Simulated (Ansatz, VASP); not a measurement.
One calculation of CuO, two programs

INCAR

```
PREC = Accurate ; ENCUT = 520
EDIFF = 1E-6 ; ISMEAR = -1
SIGMA = 0.05 ; LREAL = False
LASPH = True ; NELM = 150
ALGO = Normal ; ISIF = 2
LWAVE = False ; LCHARG = True
LMAXMIX = 4 ; LDAU = True
LDAUTYPE = 2 ; LDAUL = 2 -1
LDAUU = 4.5 0 ; LDAUJ = 0 0
LDAUPRINT = 1 ; LELF = True
LVHAR = True ; NBANDS = 16
```

KPOINTS

```
Automatic mesh
0
Gamma
  10 10 10
```

The input POSCAR:

```
CuO
1.0
    0.0000000000      2.3272527300      2.3272527300
    2.3272527300      0.0000000000      2.3272527300
    2.3272527300      2.3272527300      0.0000000000
Cu O
1 1
Direct
    0.0000000000      0.0000000000      0.0000000000
    0.2500000000      0.2500000000      0.2500000000
```

input.yaml

```yaml
crystal:
  lattice:
    - [0.0, 2.32725273, 2.32725273]
    - [2.32725273, 0.0, 2.32725273]
    - [2.32725273, 2.32725273, 0.0]
  atoms:
    - { symbol: Cu, position: [0.0, 0.0, 0.0] }
    - { symbol: O, position: [0.25, 0.25, 0.25] }
hamiltonian:
  xc: lda
  pseudopotentials: { kind: paw }
  hubbard: { sites: [{ species: Cu, l: d, u_eff: 4.5 }] }
kpoints:
  mp_grid: { grid: [10, 10, 10] }
  band_path:
    path:
      - [[0.0, 0.0, 0.0], [0.5, 0.0, 0.5], [0.5, 0.25, 0.75], [0.375, 0.375, 0.75], [0.0, 0.0, 0.0], [0.5, 0.5, 0.5], [0.625, 0.25, 0.625], [0.5, 0.25, 0.75], [0.5, 0.5, 0.5], [0.375, 0.375, 0.75]]
      - [[0.625, 0.25, 0.625], [0.5, 0.0, 0.5]]
    npoints: 14
scf:
  occupations: { method: fermi_dirac, width: 0.05 }
  n_extra_bands: 6
output:
  forces: true
  stress: true
  eigenvalues: true
  fatbands: false
  write_density: true
  write_potential: true
  elf: true
  volumetric_format: npy
```

Alike in both runs: functional LDA; k mesh 10 × 10 × 10; occupations fermi-dirac, width 0.05 eV; no spin polarisation; Hubbard terms Cu d U = 4.5 eV.

|  | VASP | Ansatz |
| --- | --- | --- |
| version | VASP 6.6.1 | Ansatz 0.2.0 |
| potentials or method | VASP PAW LDA potentials, release 64 (Cu, O) | Ansatz PAW |
| plane-wave cutoff (eV) | 520 | 420 |
| valence electrons in the cell | 17 | 25 |
| task | single point | band structure |

|  | VASP | Ansatz | Ansatz less VASP |
| --- | --- | --- | --- |
| gap on the k mesh at the Fermi level (eV) | none | none | - |
| pressure (GPa) | -21.3 | -18.2 | +3.11 |

LDA's correlation is that of Perdew and Zunger in VASP and of Perdew and Wang (1992) in Ansatz. The programs project onto different local orbitals, so the same U acts differently, and such runs can settle in different states. A gap of «none» marks a metal or a gap that the smearing closes. VASP's potentials hold 17 valence electrons a cell and Ansatz's 25, so a difference there can come from the potentials and not from the codes.
